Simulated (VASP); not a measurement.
Here is a VASP 6.6.1 calculation.

INCAR

```
SYSTEM = Si29C3
ALGO = Normal
EDIFF = 1E-6
ENCUT = 520
GGA = PS
ISIF = 2
ISMEAR = -1
LASPH = .TRUE.
LCHARG = .FALSE.
LREAL = Auto
LWAVE = .FALSE.
NBANDS = 166
NELM = 80
PREC = Accurate
SIGMA = 0.05
```

Contents of KPOINTS:

```
Automatic mesh
0
Gamma
  1 1 1
  0.5 0.5 0.5
```

The input POSCAR:

```
Si29C3
1.0
   10.4720908195      0.0000000000      0.0000000000
    0.0000000000     10.4720908195      0.0000000000
    0.0000000000      0.0000000000     10.4720908195
Si C
58 6
Direct
    0.0198310000      0.0258510000      0.0234710000
    0.9809250000      0.4778240000      0.0232850000
    0.0235400000      0.4848970000      0.4766120000
    0.5039870000      0.0024530000      0.9995300000
    0.4870410000      0.9980700000      0.4984260000
    0.4959630000      0.4986290000      0.0022250000
    0.5181520000      0.4855740000      0.4773380000
    0.1079050000      0.1106860000      0.5995500000
    0.1199080000      0.6143900000      0.1316310000
    0.1407450000      0.6395040000      0.6007340000
    0.6341110000      0.1331710000      0.1319200000
    0.6200510000      0.1293810000      0.6218660000
    0.6274950000      0.6147760000      0.1337910000
    0.6286510000      0.6188730000      0.6171420000
    0.2353040000      0.2356830000      0.0235890000
    0.2235680000      0.2611440000      0.4763660000
    0.2466840000      0.7448300000      0.0012200000
    0.7736730000      0.2663350000      0.0246570000
    0.7406890000      0.2609220000      0.4825990000
    0.7513060000      0.7502540000      0.0008700000
    0.7597890000      0.7501740000      0.4986060000
    0.3735080000      0.3742330000      0.1405690000
    0.3729560000      0.3716680000      0.6107780000
    0.3663520000      0.8812700000      0.1267600000
    0.3531010000      0.8575200000      0.6048310000
    0.8794750000      0.3780510000      0.6125980000
    0.8832360000      0.8818830000      0.1247330000
    0.8944000000      0.8927480000      0.6081230000
    0.2303190000      0.0231060000      0.2417780000
    0.2440150000      0.9970920000      0.7370380000
    0.2307200000      0.4857760000      0.2730200000
    0.2502110000      0.5041110000      0.7427910000
    0.7564240000      0.9988450000      0.2575330000
    0.7598820000      0.0073890000      0.7463900000
    0.7554470000      0.4654780000      0.2519730000
    0.7540400000      0.4988860000      0.7483810000
    0.3732380000      0.1389950000      0.3679460000
    0.3645310000      0.1223760000      0.8780700000
    0.3502920000      0.6341320000      0.3932950000
    0.3761540000      0.6253100000      0.8721980000
    0.8972030000      0.1130750000      0.3866740000
    0.8820010000      0.1326350000      0.8866960000
    0.8766150000      0.6105790000      0.3696180000
    0.8793030000      0.6194580000      0.8790490000
    0.0126540000      0.2569000000      0.2462500000
    0.9988760000      0.2433380000      0.7399170000
    0.0020980000      0.7519770000      0.2570330000
    0.0051290000      0.7531000000      0.7447800000
    0.5224800000      0.2679520000      0.2664530000
    0.4945150000      0.2513270000      0.7556380000
    0.4868910000      0.7449100000      0.2556970000
    0.4942840000      0.7477230000      0.7356440000
    0.1210290000      0.3693060000      0.8788270000
    0.1230520000      0.8814270000      0.3967940000
    0.1236690000      0.8833700000      0.8823980000
    0.6328250000      0.3732770000      0.8836810000
    0.6211560000      0.8716440000      0.3764410000
    0.6262080000      0.8743330000      0.8644900000
    0.0049070000      0.9949510000      0.4976520000
    0.1205740000      0.1395890000      0.1360030000
    0.2425750000      0.7573610000      0.4964070000
    0.8817800000      0.3642560000      0.1429520000
    0.1182590000      0.3681960000      0.3619590000
    0.6373280000      0.3715730000      0.3676820000
```

Potentials or basis: VASP PAW PBE potentials, release 64 (Si, C).

Command:

```sh
$ cat potpaw_PBE.64/Si/POTCAR potpaw_PBE.64/C/POTCAR > POTCAR
$ mpirun -np 1 vasp_std > vasp.out
```

**Question.** Predict the pressure.

**Answer.** 0.1 GPa.

**Question.** What does it give for the largest force?

**Answer.** 0.024 eV/Å.

Stress tensor (GPa, compression positive):
```
 0.08  0.07  0.13
 0.07  0.22 -0.01
 0.13 -0.01  0.09
```

Caveat: the k points lie up to 0.60 Å⁻¹ apart; the PAW data sets were made with another functional, which shifts forces and pressure a little.
